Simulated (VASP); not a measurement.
Set up this calculation in VASP 6.6.1, as the native input.

```yaml
Task: single point
Functional: LDA
Potentials_or_basis: VASP PAW LDA potentials, release 64 (In_d, Se)
Cutoff: 520 eV
k_mesh: 8 × 8 × 2
Occupations: fermi-dirac, width 0.05 eV
Spin: no spin polarisation
Dipole_correction: no
Further_INCAR_settings: ALGO = Normal; EDIFF = 1e-07; NBANDS = 48
```

The structure of InSe lies in POSCAR:

```
InSe
1.0
    4.0473293151      0.0000000000      0.0000000000
   -2.0236646576      3.5050900044      0.0000000000
    0.0000000000      0.0000000000     18.0520649100
In Se
4 4
Direct
    0.3333333333      0.6666666667      0.0773904900
    0.3333333333      0.6666666667      0.9226095100
    0.0000000000      0.0000000000      0.4226063200
    0.0000000000      0.0000000000      0.5773936800
    0.3333333333      0.6666666667      0.3529842800
    0.3333333333      0.6666666667      0.6470157200
    0.6666666667      0.3333333333      0.1469999300
    0.6666666667      0.3333333333      0.8530000700
```

The input as run:

INCAR

```
PREC = Accurate
ENCUT = 520
EDIFF = 1E-7
ISMEAR = -1
SIGMA = 0.05
LREAL = False
LASPH = True
NELM = 60
ALGO = Normal
ISIF = 2
LWAVE = False
LCHARG = False
GGA = CA
NBANDS = 48
```

KPOINTS

```
Automatic mesh
0
Gamma
  8 8 2
```

Potentials or basis: VASP PAW LDA potentials, release 64 (In_d, Se).

Run with:

```bash
$ cat potpaw_LDA.64/In_d/POTCAR potpaw_LDA.64/Se/POTCAR > POTCAR
$ mpirun -np 1 vasp_std > vasp.out
```

Results of the run:

The pressure is -2.2 GPa and the largest force is 0.127 eV/Å. The band gap on the k mesh is 0.51 eV.

Caveat: spin-orbit coupling is left out, which moves the levels of the heavy elements.

It took 2.6 min on 1 thread of Intel(R) Xeon(R) 6975P-C (Granite Rapids), with other jobs on the host, peak memory 0.39 GiB.
